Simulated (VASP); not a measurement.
# YAs4 (Im-3m) in VASP: notebook

Runs on YAs4. Level: PBE. Tasks: single point, relaxation of cell and atoms.

All numbers are computed with VASP 6.6.1; they aren't measurements. Logs are shortened: lines on timing, memory, paths and dates and some standing lists are left out, and cuts for length are marked.

**1. The cell of the first run**

It takes space group Im-3m (No. 229, cubic). The conventional cell has a = 6.424 Å, b = 6.424 Å, c = 6.424 Å, α = 90.00°, β = 90.00°, γ = 90.00°. Within 3.7 Å of Y (site symmetry m-3m) lie 8 As at 2.78 Å. As (site symmetry -3m) has 2 Y at 2.78 Å and 6 As at 3.21 Å within 3.7 Å.

**2. Single point, PBE**

INCAR

```
PREC = Accurate
ENCUT = 520
EDIFF = 1E-6
ISMEAR = 0
SIGMA = 0.1
LREAL = False
LASPH = True
NELM = 80
ALGO = Normal
ISIF = 2
LWAVE = False
LCHARG = False
GGA = PE
NBANDS = 24
```

KPOINTS

```
regular mesh
0
Gamma
  4 4 4
```

POSCAR

```
YAs4
1.0
   -3.2120843640      3.2120843640      3.2120843640
    3.2120843640     -3.2120843640      3.2120843640
    3.2120843640      3.2120843640     -3.2120843640
Y As
1 4
Direct
    0.0000000000      0.0000000000      0.0000000000
    0.5000000000      0.5000000000      0.5000000000
    0.0000000000      0.0000000000      0.5000000000
    0.0000000000      0.5000000000      0.0000000000
    0.5000000000      0.0000000000      0.0000000000
```

Potentials or basis: VASP PAW PBE potentials, release 64 (Y_sv, As).

On the command line:

```bash
$ cat potpaw_PBE.64/Y_sv/POTCAR potpaw_PBE.64/As/POTCAR > POTCAR
$ mpirun -np 1 vasp_std > vasp.out
```

OUTCAR:

```text
PREC = Accurate
   ENCUT = 520
   EDIFF = 1E-6
   ISMEAR = 0
   LREAL = False
   LASPH = True
   NELM = 80
   ISIF = 2
   GGA = PE

 ion  position               nearest neighbor table
   1  0.000  0.000  0.000-   2 2.78   3 2.78   4 2.78   5 2.78   3 2.78   4 2.78   5 2.78   2 2.78

   2  0.500  0.500  0.500-   1 2.78   1 2.78
   3  0.000  0.000  0.500-   1 2.78   1 2.78
   4  0.000  0.500  0.000-   1 2.78   1 2.78
   5  0.500  0.000  0.000-   1 2.78   1 2.78

  LATTYP: Found a body centered cubic cell.
 ALAT       =     6.4241687280

  Lattice vectors:

 A1 = (  -3.2120843640,   3.2120843640,   3.2120843640)
 A2 = (   3.2120843640,  -3.2120843640,   3.2120843640)
 A3 = (   3.2120843640,   3.2120843640,  -3.2120843640)

Analysis of symmetry for initial positions (statically):
=====================================================================
 Subroutine PRICEL returns:
 Original cell was already a primitive cell.

 Routine SETGRP: Setting up the symmetry group for a
 body centered cubic supercell.

 Subroutine GETGRP returns: Found 48 space group operations
[... 9 lines left out ...]

 Routine SETGRP: Setting up the symmetry group for a
 body centered cubic supercell.

 Subroutine GETGRP returns: Found 48 space group operations
[... 11 lines left out ...]
                                     Primitive cell

  volume of cell :     132.5625

  direct lattice vectors                    reciprocal lattice vectors
    -3.212084364  3.212084364  3.212084364     0.000000000  0.155662163  0.155662163
     3.212084364 -3.212084364  3.212084364     0.155662163  0.000000000  0.155662163
     3.212084364  3.212084364 -3.212084364     0.155662163  0.155662163  0.000000000

  length of vectors
     5.563493317  5.563493317  5.563493317     0.220139542  0.220139542  0.220139542

  position of ions in fractional coordinates (direct lattice)
     0.000000000  0.000000000  0.000000000
     0.500000000  0.500000000  0.500000000
     0.000000000  0.000000000  0.500000000
     0.000000000  0.500000000  0.000000000
     0.500000000  0.000000000  0.000000000

  ion indices of the primitive-cell ions
   primitive index   ion index
                 1           1
                 2           2
                 3           3
                 4           4
                 5           5

----------------------------------------------------------------------------------------

 KPOINTS: regular mesh

[... 48 lines left out ...]
   ENCUT  =  520.0 eV  38.22 Ry    6.18 a.u.  10.34 10.34 10.34*2*pi/ulx,y,z
   NELM   =     80;   NELMIN=  2; NELMDL= -5     # of ELM steps
   EDIFF  = 0.1E-05   stopping-criterion for ELM
   LREAL  =      F    real-space projection
   EDIFFG = 0.1E-04   stopping-criterion for IOM
   NSW    =      0    number of steps for IOM
   IBRION =     -1    ionic relax: 0-MD 1-quasi-New 2-CG
   NFREE  =      0    steps in history (QN), initial steepest desc. (CG)
   ISIF   =      2    stress and relaxation
   ISYM   =      2    0-nonsym 1-usesym 2-fastsym
   POTIM  = 0.5000    time-step for ionic-motion
   TEBEG  =    0.0;   TEEND  =   0.0 temperature during run
   PSTRESS=    0.0 pullay stress
   NELECT =      31.0000    total number of electrons
   NUPDOWN=      -1.0000    fix difference up-down
   EMIN   =  10.00;   EMAX   =-10.00  energy-range for DOS
   EFERMI =   0.00;   METHOD = LEGACY
   ISMEAR =     0;   SIGMA  =   0.10  broadening in eV -4-tet -1-fermi 0-gaus
   EFERMI_NEDOS =   21; number of points for ismear=-14 and -15
   IALGO  =     38    algorithm
   IMIX   =      4    mixing-type and parameters
     AMIX     =   0.40;   BMIX     =  1.00
     AMIX_MAG =   1.60;   BMIX_MAG =  1.00
  volume/ion in A,a.u.               =      26.51       178.92
  Fermi-wavevector in a.u.,A,eV,Ry     =   1.008607  1.905990 13.841033  1.017287
  Thomas-Fermi vector in A             =   2.141484
   LORBIT       =      0    0 simple, 1 ext, 2 COOP (PROOUT), +10 PAW based schemes
   GGA     = PE    functional components
   LHFCALC =     F    Hartree Fock is set to
   AEXX    =    0.0000 exact exchange contribution
   IVDW    =     0    specifies the selected vdW correction
   LEPSILON=     F    determine dielectric tensor
   LRPA    =     F    only Hartree local field effects (RPA)
 non-spin polarized calculation
 Gauss-broadening in eV      SIGMA  =   0.10
  energy-cutoff  :      520.00
  volume of cell :      132.56
 maximum number of plane-waves:      3592
 NGX is ok and might be reduce to    42
   NGX = 21   NGY = 21   NGZ = 21

 number of electron      31.0000003 magnetization

 Free energy of the ion-electron system (eV)
  ---------------------------------------------------
  ext. energy  EPLUGINS =         0.00000000
  ---------------------------------------------------
  free energy    TOTEN  =       -25.21747808 eV

  energy without entropy =      -25.19189423  energy(sigma->0) =      -25.20468616

 E-fermi :   3.1573     XC(G=0):  -9.2418

 val. band max:        3.1398166182   @ k =   0.5000   0.0000   0.0000
 cond. band min:       3.1720721612   @ k =   0.2500   0.0000   0.0000
 fundamental gap:      0.0322555431
 Fermi energy:         3.1572992939

 k-point     1 :       0.0000    0.0000    0.0000
  band No.  band energies     occupation
      1     -38.6889      2.00000
      2     -18.8769      2.00000
      3     -18.8769      2.00000
      4     -18.8769      2.00000
      5      -9.0261      2.00000
      6      -6.4910      2.00000
[... 205 lines left out ...]
     23       9.0847      0.00000
     24       9.0847      0.00000

------------------------ aborting loop because EDIFF is reached ----------------------------------------

  FORCE on cell =-STRESS in cart. coord.  units (eV):
  Direction    XX          YY          ZZ          XY          YZ          ZX
  --------------------------------------------------------------------------------------
  -------------------------------------------------------------------------------------
  Total       -0.1936239     -0.1936239     -0.1936239     -0.0000000     -0.0000000      0.0000000
  in kB       -2.3401769     -2.3401769     -2.3401769     -0.0000000     -0.0000000      0.0000000
  external PRESSURE =      -2.3401769 kB  Pullay stress =       0.0000000 kB

 VOLUME and BASIS-vectors are now :
 -----------------------------------------------------------------------------
  energy-cutoff  :      520.00
  volume of cell :      132.56
      direct lattice vectors                 reciprocal lattice vectors
    -3.212084364  3.212084364  3.212084364     0.000000000  0.155662163  0.155662163
     3.212084364 -3.212084364  3.212084364     0.155662163  0.000000000  0.155662163
     3.212084364  3.212084364 -3.212084364     0.155662163  0.155662163  0.000000000

 POSITION                                       TOTAL-FORCE (eV/Angst)
 -----------------------------------------------------------------------------------
      0.00000      0.00000      0.00000         0.000000     -0.000000     -0.000000
      1.60604      1.60604      1.60604         0.000000     -0.000000     -0.000000
      1.60604      1.60604     -1.60604         0.000000      0.000000      0.000000
      1.60604     -1.60604      1.60604        -0.000000     -0.000000     -0.000000
     -1.60604      1.60604      1.60604        -0.000000      0.000000      0.000000
 -----------------------------------------------------------------------------------
    total drift:                               -0.000000     -0.000000      0.000000

  FREE ENERGIE OF THE ION-ELECTRON SYSTEM (eV)
  ---------------------------------------------------
  free  energy   TOTEN  =       -25.2174780838 eV

  energy  without entropy=      -25.1918942276  energy(sigma->0) =      -25.20468616
```

OSZICAR:

```text
N       E                     dE             d eps       ncg     rms          rms(c)
DAV:   1     0.129782288375E+03    0.12978E+03   -0.12778E+04   384   0.110E+03
DAV:   2    -0.152827723599E+02   -0.14507E+03   -0.13623E+03   472   0.209E+02
DAV:   3    -0.249717019601E+02   -0.96889E+01   -0.93228E+01   536   0.454E+01
DAV:   4    -0.255475134573E+02   -0.57581E+00   -0.57509E+00   576   0.895E+00
DAV:   5    -0.255520882753E+02   -0.45748E-02   -0.45747E-02   504   0.954E-01    0.424E+01
DAV:   6    -0.252981218541E+02    0.25397E+00   -0.18645E-01   408   0.226E+00    0.253E+01
DAV:   7    -0.252193448251E+02    0.78777E-01   -0.42310E-01   560   0.308E+00    0.161E+00
DAV:   8    -0.252173628470E+02    0.19820E-02   -0.31711E-02   464   0.101E+00    0.328E-01
DAV:   9    -0.252174170048E+02   -0.54158E-04   -0.15679E-03   592   0.190E-01    0.129E-01
DAV:  10    -0.252174710614E+02   -0.54057E-04   -0.26031E-04   496   0.882E-02    0.316E-01
DAV:  11    -0.252174715719E+02   -0.51048E-06   -0.73952E-05   448   0.519E-02    0.344E-02
DAV:  12    -0.252174794462E+02   -0.78742E-05   -0.30008E-05   576   0.289E-02    0.499E-02
DAV:  13    -0.252174783276E+02    0.11185E-05   -0.49024E-06   448   0.134E-02    0.105E-02
DAV:  14    -0.252174780838E+02    0.24386E-06   -0.98734E-07   344   0.594E-03
   1 F= -.25217478E+02 E0= -.25204686E+02  d E =-.255839E-01
```

Run time: 33 s. Hardware: 1 thread of Intel Xeon 6975P-C (Granite Rapids), shared host; peak memory 0.25 GiB.

Results:

```
Free energy : -25.2175 eV
Pressure    : -0.2 GPa
```

Levels at points of the mesh, in eV from the Fermi level:
| k point | band 11 | band 12 | band 13 | band 14 | band 15 | band 16 | band 17 | band 18 | band 19 | band 20 |
| --- | --- | --- | --- | --- | --- | --- | --- | --- | --- | --- |
| (0.00, 0.00, 0.00) | -2.82 | -2.78 | -2.78 | -2.78 | 1.09 | 1.09 | 1.75 | 1.75 | 1.75 | 2.71 |
| (0.50, 0.00, 0.00) | -2.32 | -2.28 | -1.77 | -1.35 | -1.24 | -0.21 | -0.02 | 0.11 | 2.31 | 2.57 |
| (0.50, 0.50, 0.50) | -4.57 | -3.04 | -3.04 | -3.04 | 1.46 | 1.46 | 1.46 | 2.96 | 2.96 | 2.96 |

**3. Single point, PBE**

This run uses another cell than the first one, of 28.47 Å³/atom, 1.074 times its volume.

INCAR

```
PREC = Accurate
ENCUT = 520
EDIFF = 1E-6
ISMEAR = 0
SIGMA = 0.1
LREAL = F
LASPH = T
NELM = 100
ALGO = Normal
ISIF = 2
LWAVE = F
LCHARG = T
GGA = PE
LELF = T
LVHAR = T
NBANDS = 24
```

KPOINTS is that of step 2.

Changes to POSCAR since step 2:

```diff
@@ -2,5 +2,5 @@
 1.0
-   -3.2120843640      3.2120843640      3.2120843640
-    3.2120843640     -3.2120843640      3.2120843640
-    3.2120843640      3.2120843640     -3.2120843640
+   -3.2892693400      3.2892693400      3.2892693400
+    3.2892693400     -3.2892693400      3.2892693400
+    3.2892693400      3.2892693400     -3.2892693400
 Y As
```

Potentials or basis: VASP PAW PBE potentials, release 64 (Y_sv, As).

On the command line:

```bash
$ cat potpaw_PBE.64/Y_sv/POTCAR potpaw_PBE.64/As/POTCAR > POTCAR
$ mpirun -np 1 vasp_std > vasp.out
```

OUTCAR:

```text
PREC = Accurate
   ENCUT = 520
   EDIFF = 1E-6
   ISMEAR = 0
   LREAL = F
   LASPH = T
   NELM = 100
   ISIF = 2
   GGA = PE

 ion  position               nearest neighbor table
   1  0.000  0.000  0.000-   2 2.85   3 2.85   4 2.85   5 2.85   3 2.85   4 2.85   5 2.85   2 2.85

   2  0.500  0.500  0.500-   1 2.85   1 2.85
   3  0.000  0.000  0.500-   1 2.85   1 2.85
   4  0.000  0.500  0.000-   1 2.85   1 2.85
   5  0.500  0.000  0.000-   1 2.85   1 2.85

  LATTYP: Found a body centered cubic cell.
 ALAT       =     6.5785386800

  Lattice vectors:

 A1 = (  -3.2892693400,   3.2892693400,   3.2892693400)
 A2 = (   3.2892693400,  -3.2892693400,   3.2892693400)
 A3 = (   3.2892693400,   3.2892693400,  -3.2892693400)

Analysis of symmetry for initial positions (statically):
=====================================================================
 Subroutine PRICEL returns:
 Original cell was already a primitive cell.

 Routine SETGRP: Setting up the symmetry group for a
 body centered cubic supercell.

 Subroutine GETGRP returns: Found 48 space group operations
[... 9 lines left out ...]

 Routine SETGRP: Setting up the symmetry group for a
 body centered cubic supercell.

 Subroutine GETGRP returns: Found 48 space group operations
[... 11 lines left out ...]
                                     Primitive cell

  volume of cell :     142.3503

  direct lattice vectors                    reciprocal lattice vectors
    -3.289269340  3.289269340  3.289269340     0.000000000  0.152009443  0.152009443
     3.289269340 -3.289269340  3.289269340     0.152009443  0.000000000  0.152009443
     3.289269340  3.289269340 -3.289269340     0.152009443  0.152009443  0.000000000

  length of vectors
     5.697181617  5.697181617  5.697181617     0.214973816  0.214973816  0.214973816
[... 83 lines left out ...]
   EMIN   =  10.00;   EMAX   =-10.00  energy-range for DOS
   EFERMI =   0.00;   METHOD = LEGACY
   ISMEAR =     0;   SIGMA  =   0.10  broadening in eV -4-tet -1-fermi 0-gaus
   EFERMI_NEDOS =   21; number of points for ismear=-14 and -15
   IALGO  =     38    algorithm
   IMIX   =      4    mixing-type and parameters
     AMIX     =   0.40;   BMIX     =  1.00
     AMIX_MAG =   1.60;   BMIX_MAG =  1.00
  volume/ion in A,a.u.               =      28.47       192.13
  Fermi-wavevector in a.u.,A,eV,Ry     =   0.984939  1.861265 13.199075  0.970105
  Thomas-Fermi vector in A             =   2.116209
   LORBIT       =      0    0 simple, 1 ext, 2 COOP (PROOUT), +10 PAW based schemes
   GGA     = PE    functional components
   LHFCALC =     F    Hartree Fock is set to
   AEXX    =    0.0000 exact exchange contribution
   IVDW    =     0    specifies the selected vdW correction
   LEPSILON=     F    determine dielectric tensor
   LRPA    =     F    only Hartree local field effects (RPA)
 non-spin polarized calculation
 Gauss-broadening in eV      SIGMA  =   0.10
  energy-cutoff  :      520.00
  volume of cell :      142.35
 maximum number of plane-waves:      3884
   NGX = 21   NGY = 21   NGZ = 21

 number of electron      30.9999994 magnetization

 Free energy of the ion-electron system (eV)
  ---------------------------------------------------
  ext. energy  EPLUGINS =         0.00000000
  ---------------------------------------------------
  free energy    TOTEN  =       -25.09217146 eV

  energy without entropy =      -25.06391262  energy(sigma->0) =      -25.07804204

 E-fermi :   2.6230     XC(G=0):  -8.9510

 val. band max:        2.2923914433   @ k =   0.5000   0.0000   0.0000
 cond. band min:       2.6239281241   @ k =   0.5000   0.0000   0.0000
 fundamental gap:      0.3315366808
 Fermi energy:         2.6230054435

 k-point     1 :       0.0000    0.0000    0.0000
  band No.  band energies     occupation
      1     -39.4718      2.00000
      2     -19.5901      2.00000
      3     -19.5901      2.00000
      4     -19.5901      2.00000
      5      -9.2270      2.00000
      6      -6.9702      2.00000
[... 205 lines left out ...]
     23       8.4918      0.00000
     24       8.4918      0.00000

------------------------ aborting loop because EDIFF is reached ----------------------------------------

  FORCE on cell =-STRESS in cart. coord.  units (eV):
  Direction    XX          YY          ZZ          XY          YZ          ZX
  --------------------------------------------------------------------------------------
  -------------------------------------------------------------------------------------
  Total       -3.2404574     -3.2404574     -3.2404574      0.0000000     -0.0000000      0.0000000
  in kB      -36.4719176    -36.4719176    -36.4719176      0.0000000     -0.0000000      0.0000000
  external PRESSURE =     -36.4719176 kB  Pullay stress =       0.0000000 kB

 VOLUME and BASIS-vectors are now :
 -----------------------------------------------------------------------------
  energy-cutoff  :      520.00
  volume of cell :      142.35
      direct lattice vectors                 reciprocal lattice vectors
    -3.289269340  3.289269340  3.289269340     0.000000000  0.152009443  0.152009443
     3.289269340 -3.289269340  3.289269340     0.152009443  0.000000000  0.152009443
     3.289269340  3.289269340 -3.289269340     0.152009443  0.152009443  0.000000000

 POSITION                                       TOTAL-FORCE (eV/Angst)
 -----------------------------------------------------------------------------------
      0.00000      0.00000      0.00000         0.000000      0.000000     -0.000000
      1.64463      1.64463      1.64463        -0.000000      0.000000      0.000000
      1.64463      1.64463     -1.64463        -0.000000      0.000000     -0.000000
      1.64463     -1.64463      1.64463        -0.000000      0.000000      0.000000
     -1.64463      1.64463      1.64463         0.000000     -0.000000     -0.000000
 -----------------------------------------------------------------------------------
    total drift:                               -0.000000     -0.000000      0.000000

  FREE ENERGIE OF THE ION-ELECTRON SYSTEM (eV)
  ---------------------------------------------------
  free  energy   TOTEN  =       -25.0921714585 eV

  energy  without entropy=      -25.0639126196  energy(sigma->0) =      -25.07804204
```

stdout:

```text
POSCAR found type information on POSCAR Y As
 POSCAR found :  2 types and       5 ions
 scaLAPACK will be used
 LDA part: xc-table for (Slater+PW92), standard interpolation
 POSCAR, INCAR and KPOINTS ok, starting setup
 FFT: planning ... GRIDC
 FFT: planning ... GRID_SOFT
 FFT: planning ... GRID
 WAVECAR not read
 entering main loop
```

Run time: 34 s. Hardware: 1 thread of Intel Xeon 6975P-C (Granite Rapids), shared host; peak memory 0.25 GiB.

What came out:

| Item | Value |
| --- | --- |
| Free energy | -25.0922 eV |
| Pressure | -3.6 GPa |

**4. Relaxation of cell and atoms, PBE**

This run uses another cell than the first one, of 28.47 Å³/atom, 1.074 times its volume.

INCAR

```
ALGO = Normal
EDIFF = 1E-6
EDIFFG = -0.04
ENCUT = 600
GGA = PE
IBRION = 2
ISIF = 3
ISMEAR = 0
LASPH = T
LCHARG = F
LREAL = F
LWAVE = F
NELM = 80
NSW = 90
PREC = Accurate
SIGMA = 0.1
```

KPOINTS

```
k-points
0
Gamma
  4 4 4
```

POSCAR is that of step 3.

On the command line:

```bash
$ cat potpaw_PBE.64/Y_sv/POTCAR potpaw_PBE.64/As/POTCAR > POTCAR
$ mpirun -np 1 vasp_std > vasp.out
```

Wall time 81 s (1 thread of Intel Xeon 6975P-C (Granite Rapids), shared host); peak memory 0.35 GiB.

It converged, with:

- Free energy: -25.1759 eV
- Relaxed volume: 26.44 Å³/atom
- Relaxed cell: a = 5.558 Å, b = 5.558 Å, c = 5.558 Å, α = 109.47°, β = 109.47°, γ = 109.47°
- Space group after relaxing (to 0.05 Å): Im-3m (No. 229)
- Energy gained by relaxing: 24.1 meV/atom
- Ionic steps: 3
- Pressure after relaxing: 0.0 GPa

Step by step:
```csv
step,energy change (eV),largest force (eV/Å),pressure (GPa),volume (Å³)
1,0.0000,0.0000,-3.56,142.35
2,-0.1116,0.0000,1.13,129.71
3,-0.1203,0.0000,0.01,132.20
```

Final structure:
```cif
data_structure
_symmetry_space_group_name_H-M 'P 1'
_symmetry_Int_Tables_number 1
_cell_length_a 5.5584
_cell_length_b 5.5584
_cell_length_c 5.5584
_cell_angle_alpha 109.471
_cell_angle_beta 109.471
_cell_angle_gamma 109.471
_cell_volume 132.20
loop_
_atom_site_label
_atom_site_type_symbol
_atom_site_fract_x
_atom_site_fract_y
_atom_site_fract_z
_atom_site_occupancy
Y1 Y 0.00000 0.00000 0.00000 1
As1 As 0.50000 0.50000 0.50000 1
As2 As 0.00000 0.00000 0.50000 1
As3 As 0.00000 0.50000 0.00000 1
As4 As 0.50000 0.00000 0.00000 1
```

Levels at points of the mesh, in eV from the Fermi level:
| k point | band 13 | band 14 | band 15 | band 16 | band 17 | band 18 |
| --- | --- | --- | --- | --- | --- | --- |
| (0.00, 0.00, 0.00) | -2.79 | -2.79 | 1.08 | 1.08 | 1.75 | 1.75 |
| (0.50, 0.00, 0.00) | -1.79 | -1.37 | -1.25 | -0.21 | -0.03 | 0.10 |
| (0.50, 0.50, 0.50) | -3.06 | -3.06 | 1.46 | 1.46 | 1.46 | 2.95 |

Caveat: the bands computed are all filled at some k points, so no gap is given.

**5. The runs side by side**

```tsv
task	cell	cutoff (eV)	gap on the mesh (eV)	pressure (GPa)
single point	a = 5.563 Å, angles 109.5°, 5 atoms	520	none	-0.2
single point	a = 5.697 Å, angles 109.5°, 5 atoms	520	none	-3.6
relaxation of cell and atoms	relaxed from a = 5.697 Å, angles 109.5°, 5 atoms	600	-	0.0
```

Alike in all rows: level PBE; potentials or basis VASP PAW PBE potentials, release 64 (Y_sv, As); no spin polarisation; k mesh 4 × 4 × 4; smearing gaussian 0.1 eV.

Caveats: the bands computed are all filled at some k points, so no gap is given (some runs).

Absolute energies hang on the potentials; compare differences alone.
